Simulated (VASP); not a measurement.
# Al12Cl in VASP: further runs

Al12Cl is run at these levels: PBE+D3(BJ); tasks: single point.

All numbers are computed with VASP 6.6.1; they aren't measurements. Logs are shortened: lines on timing, memory, paths and dates and some standing lists are left out, and cuts for length are marked.

## Step 1: The cell of the first run

The cell holds a slab with vacuum, 13 atoms: a = 5.631 Å, b = 5.631 Å, c = 21.150 Å, α = 90.00°, β = 90.00°, γ = 90.00°.

## Step 2: Single point, PBE+D3(BJ)

The input, INCAR:

```
PREC = Accurate
ENCUT = 520
EDIFF = 1E-7
ISMEAR = 0
SIGMA = 0.1
LREAL = False
LASPH = True
NELM = 100
ALGO = Normal
ISIF = 2
LWAVE = False
LCHARG = False
LDIPOL = True
IDIPOL = 3
DIPOL = 0.5 0.5 0.306
GGA = PE
IVDW = 12
NBANDS = 34
```

The input, KPOINTS:

```
regular mesh
0
Gamma
  5 5 1
```

The input, POSCAR:

```
Al12Cl
1.0
    5.6314608525      0.0000000000      0.0000000000
    0.0000000000      5.6314608525      0.0000000000
    0.0000000000      0.0000000000     21.1495692393
Al Cl
12 1
Direct
    0.2500000000      0.2500000000      0.1891291475
    0.2500000000      0.7500000000      0.1891291475
    0.7500000000      0.2500000000      0.1891291475
    0.7500000000      0.7500000000      0.1891291475
    0.0000000000      0.0000000000      0.2871045368
    0.0000000000      0.5000000000      0.2871045368
    0.5000000000      0.0000000000      0.2871045368
    0.5000000000      0.5000000000      0.2871045368
    0.2500000000      0.2500000000      0.3853302707
    0.2500000000      0.7500000000      0.3853302707
    0.7500000000      0.2500000000      0.3853302707
    0.7500000000      0.7500000000      0.3853302707
    0.2500000000      0.4166666667      0.5271771313
```

Potentials or basis: VASP PAW PBE potentials, release 64 (Al, Cl).

Launch:

```bash
$ cat potpaw_PBE.64/Al/POTCAR potpaw_PBE.64/Cl/POTCAR > POTCAR
$ mpirun -np 1 vasp_std > vasp.out
```

OUTCAR:

```text
PREC = Accurate
   ENCUT = 520
   EDIFF = 1E-7
   ISMEAR = 0
   LREAL = False
   LASPH = True
   NELM = 100
   ISIF = 2
   GGA = PE
   IVDW = 12
 IVDW          = 12

 ion  position               nearest neighbor table
   1  0.250  0.250  0.189-   2 2.82   3 2.82   2 2.82   3 2.82   7 2.87   8 2.87   5 2.87   6 2.87

   2  0.250  0.750  0.189-   1 2.82   4 2.82   1 2.82   4 2.82   7 2.87   8 2.87   5 2.87   6 2.87

   3  0.750  0.250  0.189-   1 2.82   4 2.82   4 2.82   1 2.82   7 2.87   8 2.87   5 2.87   6 2.87
[... 15 lines left out ...]
  11  0.750  0.250  0.385-   9 2.82  12 2.82  12 2.82   9 2.82   5 2.88   6 2.88   7 2.88   8 2.88

  12  0.750  0.750  0.385-  10 2.82  11 2.82  11 2.82  10 2.82   5 2.88   6 2.88   7 2.88   8 2.88

  13  0.250  0.417  0.527-

  LATTYP: Found a simple tetragonal cell.
 ALAT       =     5.6314608525
 C/A-ratio  =     3.7556097420

  Lattice vectors:

 A1 = (   5.6314608525,   0.0000000000,   0.0000000000)
 A2 = (   0.0000000000,   5.6314608525,   0.0000000000)
 A3 = (   0.0000000000,   0.0000000000,  21.1495692393)

Analysis of symmetry for initial positions (statically):
=====================================================================
 Subroutine PRICEL returns:
 Original cell was already a primitive cell.

 Routine SETGRP: Setting up the symmetry group for a
 simple tetragonal supercell.

 Subroutine GETGRP returns: Found  2 space group operations
 (whereof  1 operations were pure point group operations)
 out of a pool of 16 trial point group operations.

The static configuration has the point symmetry C_1 .
 The point group associated with its full space group is C_1h.

Analysis of symmetry for dynamics (positions and initial velocities):
=====================================================================
 Subroutine PRICEL returns:
 Original cell was already a primitive cell.

 Routine SETGRP: Setting up the symmetry group for a
 simple tetragonal supercell.

 Subroutine GETGRP returns: Found  2 space group operations
 (whereof  1 operations were pure point group operations)
 out of a pool of 16 trial point group operations.

The dynamic configuration has the point symmetry C_1 .
 The point group associated with its full space group is C_1h.

 Subroutine INISYM returns: Found  2 space group operations
 (whereof  1 operations are pure point group operations),
 and found     1 'primitive' translations

----------------------------------------------------------------------------------------

[... 120 lines left out ...]
  Fermi-wavevector in a.u.,A,eV,Ry     =   0.655214  1.238175  5.841052  0.429305
  Thomas-Fermi vector in A             =   1.726018
   LORBIT       =      0    0 simple, 1 ext, 2 COOP (PROOUT), +10 PAW based schemes
   GGA     = PE    functional components
   LHFCALC =     F    Hartree Fock is set to
   AEXX    =    0.0000 exact exchange contribution
   IVDW    =    12    specifies the selected vdW correction
   LEPSILON=     F    determine dielectric tensor
   LRPA    =     F    only Hartree local field effects (RPA)
 non-spin polarized calculation
 Gauss-broadening in eV      SIGMA  =   0.10
  energy-cutoff  :      520.00
  volume of cell :      670.72
 maximum number of plane-waves:     18155
 NGX is ok and might be reduce to    42
   NGX = 21   NGY = 21   NGZ = 79

 dipolmoment           0.000000      0.000000     -0.009973 electrons x Angstroem

 number of electron      43.0000000 magnetization

 dipolmoment           0.000000      0.000000      0.519143 electrons x Angstroem

 Free energy of the ion-electron system (eV)
  ---------------------------------------------------
  ext. energy  EPLUGINS =         0.00000000
  ---------------------------------------------------
  free energy    TOTEN  =       -43.62207848 eV

  energy without entropy =      -43.60228296  energy(sigma->0) =      -43.61218072

 E-fermi :  -1.3699     XC(G=0):  -4.3339

 val. band max:       -1.3825343735   @ k =   0.4000   0.0000   0.0000
 cond. band min:      -1.3574904423   @ k =   0.0000   0.0000   0.0000
 fundamental gap:      0.0250439312
 Fermi energy:        -1.3699372898

 k-point     1 :       0.0000    0.0000    0.0000
  band No.  band energies     occupation
      1     -14.0684      2.00000
      2     -11.6935      2.00000
      3      -9.5442      2.00000
      4      -7.1858      2.00000
      5      -7.1795      2.00000
      6      -7.0601      2.00000
[... 313 lines left out ...]
     32       1.7148      0.00000
     33       1.7994      0.00000
 [bands above 33 left out]

------------------------ aborting loop because EDIFF is reached ----------------------------------------

 vacuum level on the upper side and lower side of the slab       (xc-potential included)         1.345        -1.539

 Edisp (eV)   -2.73309

 E8    (eV) :    -1.2688

  FORCE on cell =-STRESS in cart. coord.  units (eV):
  Direction    XX          YY          ZZ          XY          YZ          ZX
  --------------------------------------------------------------------------------------
  -------------------------------------------------------------------------------------
  Total      -6.35443    -6.67087    -6.61956     0.00000    -0.35705     0.00000
  in kB     -15.17900   -15.93489   -15.81235     0.00000    -0.85288     0.00000
  external pressure =      -15.64 kB  Pullay stress =        0.00 kB

 VOLUME and BASIS-vectors are now :
 -----------------------------------------------------------------------------
  energy-cutoff  :      520.00
  volume of cell :      670.72
      direct lattice vectors                 reciprocal lattice vectors
     5.631460853  0.000000000  0.000000000     0.177573817  0.000000000  0.000000000
     0.000000000  5.631460853  0.000000000     0.000000000  0.177573817  0.000000000
     0.000000000  0.000000000 21.149569239     0.000000000  0.000000000  0.047282287

 POSITION                                       TOTAL-FORCE (eV/Angst)
 -----------------------------------------------------------------------------------
      1.40787      1.40787      4.00000         0.000000      0.024960      0.117832
      1.40787      4.22360      4.00000         0.000000     -0.030910      0.086698
      4.22360      1.40787      4.00000         0.000000     -0.041368      0.037459
      4.22360      4.22360      4.00000         0.000000      0.040834     -0.049893
      0.00000      0.00000      6.07214        -0.052418     -0.005391     -0.014506
      0.00000      2.81573      6.07214         0.007192      0.013296      0.063804
      2.81573      0.00000      6.07214         0.052418     -0.005391     -0.014506
      2.81573      2.81573      6.07214        -0.007192      0.013296      0.063804
      1.40787      1.40787      8.14957         0.000000      0.110856      1.000319
      1.40787      4.22360      8.14957         0.000000     -0.012084      0.371066
      4.22360      1.40787      8.14957         0.000000     -0.056923      0.108031
      4.22360      4.22360      8.14957         0.000000      0.065776      0.101358
      1.40787      2.34644     11.14957         0.000000     -0.116950     -1.871466
 -----------------------------------------------------------------------------------
    total drift:                               -0.000000     -0.000059     -0.000187

  FREE ENERGIE OF THE ION-ELECTRON SYSTEM (eV)
  ---------------------------------------------------
  free  energy   TOTEN  =       -46.3551731760 eV

  energy  without entropy=      -46.3353776574  energy(sigma->0) =      -46.34527542

 vacuum level on the upper side and lower side of the slab         5.928         2.961
```

OSZICAR:

```text
N       E                     dE             d eps       ncg     rms          rms(c)
DAV:   1     0.170563365159E+03    0.17056E+03   -0.12602E+04   612   0.875E+02
DAV:   2    -0.238556705025E+02   -0.19442E+03   -0.18844E+03   884   0.157E+02
DAV:   3    -0.449819060621E+02   -0.21126E+02   -0.19981E+02   760   0.425E+01
[... 20 lines left out ...]
DAV:  24    -0.436220757264E+02   -0.22480E-05   -0.13421E-07   620   0.901E-04    0.695E-04
DAV:  25    -0.436220772017E+02   -0.14753E-05   -0.22756E-08   434   0.530E-04    0.774E-04
DAV:  26    -0.436220777573E+02   -0.55561E-06   -0.14714E-08   488   0.454E-04    0.236E-04
DAV:  27    -0.436220784014E+02   -0.64415E-06   -0.11367E-08   420   0.390E-04    0.643E-04
DAV:  28    -0.436220784821E+02   -0.80649E-07   -0.19548E-09   474   0.242E-04
   1 F= -.46355173E+02 E0= -.46345275E+02  d E =-.197955E-01
```

Wall time 5.7 min (1 thread of Intel Xeon 6975P-C (Granite Rapids), shared host); peak memory 0.63 GiB.

What came out:

```
Free energy                : -46.3552 eV
Largest force              : 1.875 eV/Å
Dispersion energy per atom : -0.210 eV
```

Forces on the atoms (eV/Å):
```
Al   0.000  0.025  0.118
Al   0.000 -0.031  0.087
Al   0.000 -0.041  0.037
Al   0.000  0.041 -0.050
Al  -0.052 -0.005 -0.015
Al   0.007  0.013  0.064
Al   0.052 -0.005 -0.015
Al  -0.007  0.013  0.064
Al   0.000  0.111  1.000
Al   0.000 -0.012  0.371
Al   0.000 -0.057  0.108
Al   0.000  0.066  0.101
Cl   0.000 -0.117 -1.871
```

Levels at points of the mesh, in eV from the Fermi level:
| k point | band 20 | band 21 | band 22 | band 23 | band 24 | band 25 |
| --- | --- | --- | --- | --- | --- | --- |
| (0.00, 0.00, 0.00) | -0.57 | -0.37 | -0.27 | 0.01 | 0.02 | 0.08 |

Caveat: an odd number of electrons without spin polarisation forces a metal; a magnetic or distorted state may lie lower.

## Step 3: Single point, PBE+D3(BJ)

INCAR: that of step 2 with these lines changed.

```diff
@@ -2,3 +2,3 @@
 ENCUT = 520
-EDIFF = 1E-7
+EDIFF = 1E-6
 ISMEAR = 0
@@ -7,3 +7,3 @@
 LASPH = True
-NELM = 100
+NELM = 60
 ALGO = Normal
```

The input, KPOINTS:

```
Automatic mesh
0
Gamma
  5 5 1
```

POSCAR: that of step 2 with these lines changed.

```diff
@@ -20,2 +20,2 @@
     0.7500000000      0.7500000000      0.3853302707
-    0.2500000000      0.4166666667      0.5271771313
+    0.2500000000      0.3333333333      0.5271771313
```

Potentials or basis: VASP PAW PBE potentials, release 64 (Al, Cl).

Launch:

```bash
$ cat potpaw_PBE.64/Al/POTCAR potpaw_PBE.64/Cl/POTCAR > POTCAR
$ mpirun -np 1 vasp_std > vasp.out
```

OUTCAR:

```text
PREC = Accurate
   ENCUT = 520
   EDIFF = 1E-6
   ISMEAR = 0
   LREAL = False
   LASPH = True
   NELM = 60
   ISIF = 2
   GGA = PE
   IVDW = 12
 IVDW          = 12

 ion  position               nearest neighbor table
   1  0.250  0.250  0.189-   2 2.82   3 2.82   2 2.82   3 2.82   7 2.87   8 2.87   5 2.87   6 2.87

   2  0.250  0.750  0.189-   1 2.82   4 2.82   1 2.82   4 2.82   7 2.87   8 2.87   5 2.87   6 2.87

   3  0.750  0.250  0.189-   1 2.82   4 2.82   4 2.82   1 2.82   7 2.87   8 2.87   5 2.87   6 2.87
[... 15 lines left out ...]
  11  0.750  0.250  0.385-   9 2.82  12 2.82  12 2.82   9 2.82   5 2.88   6 2.88   7 2.88   8 2.88

  12  0.750  0.750  0.385-  10 2.82  11 2.82  11 2.82  10 2.82   5 2.88   6 2.88   7 2.88   8 2.88

  13  0.250  0.333  0.527-

  LATTYP: Found a simple tetragonal cell.
 ALAT       =     5.6314608525
 C/A-ratio  =     3.7556097420

  Lattice vectors:

 A1 = (   5.6314608525,   0.0000000000,   0.0000000000)
 A2 = (   0.0000000000,   5.6314608525,   0.0000000000)
 A3 = (   0.0000000000,   0.0000000000,  21.1495692393)

[... 522 lines left out ...]

 Edisp (eV)   -2.73286

 E8    (eV) :    -1.2687

  FORCE on cell =-STRESS in cart. coord.  units (eV):
  Direction    XX          YY          ZZ          XY          YZ          ZX
  --------------------------------------------------------------------------------------
  -------------------------------------------------------------------------------------
  Total      -6.30958    -6.41240    -6.85765     0.00000    -0.33408     0.00000
  in kB     -15.07188   -15.31750   -16.38108     0.00000    -0.79802     0.00000
  external pressure =      -15.59 kB  Pullay stress =        0.00 kB

 VOLUME and BASIS-vectors are now :
 -----------------------------------------------------------------------------
  energy-cutoff  :      520.00
  volume of cell :      670.72
      direct lattice vectors                 reciprocal lattice vectors
     5.631460853  0.000000000  0.000000000     0.177573817  0.000000000  0.000000000
     0.000000000  5.631460853  0.000000000     0.000000000  0.177573817  0.000000000
     0.000000000  0.000000000 21.149569239     0.000000000  0.000000000  0.047282287

 POSITION                                       TOTAL-FORCE (eV/Angst)
 -----------------------------------------------------------------------------------
      1.40787      1.40787      4.00000         0.000000      0.011881      0.129306
      1.40787      4.22360      4.00000         0.000000     -0.018252      0.070074
      4.22360      1.40787      4.00000         0.000000     -0.021059      0.057949
      4.22360      4.22360      4.00000         0.000000      0.019825     -0.084400
      0.00000      0.00000      6.07214        -0.036139     -0.013022      0.006083
      0.00000      2.81573      6.07214        -0.004140      0.020181      0.050119
      2.81573      0.00000      6.07214         0.036139     -0.013022      0.006083
      2.81573      2.81573      6.07214         0.004140      0.020181      0.050119
      1.40787      1.40787      8.14957         0.000000      0.081898      1.267371
      1.40787      4.22360      8.14957         0.000000      0.015132      0.188342
      4.22360      1.40787      8.14957         0.000000     -0.030226      0.121391
      4.22360      4.22360      8.14957         0.000000      0.038388      0.105656
      1.40787      1.87715     11.14957         0.000000     -0.111905     -1.968093
 -----------------------------------------------------------------------------------
    total drift:                               -0.000000     -0.000073      0.000047

  FREE ENERGIE OF THE ION-ELECTRON SYSTEM (eV)
  ---------------------------------------------------
  free  energy   TOTEN  =       -46.4143439931 eV

  energy  without entropy=      -46.3961719170  energy(sigma->0) =      -46.40525796

 vacuum level on the upper side and lower side of the slab         5.744         2.824
```

Run time: 5.2 min. Hardware: 1 thread of Intel Xeon 6975P-C (Granite Rapids), shared host; peak memory 0.63 GiB.

What came out:

* Free energy: -46.4143 eV
* Largest force: 1.971 eV/Å
* Dispersion energy per atom: -0.210 eV

Forces on the atoms (eV/Å):
```
Al   0.000  0.012  0.129
Al   0.000 -0.018  0.070
Al   0.000 -0.021  0.058
Al   0.000  0.020 -0.084
Al  -0.036 -0.013  0.006
Al  -0.004  0.020  0.050
Al   0.036 -0.013  0.006
Al   0.004  0.020  0.050
Al   0.000  0.082  1.267
Al   0.000  0.015  0.188
Al   0.000 -0.030  0.121
Al   0.000  0.038  0.106
Cl   0.000 -0.112 -1.968
```

Caveat: an odd number of electrons without spin polarisation forces a metal; a magnetic or distorted state may lie lower.

[end of part 1 of 2]
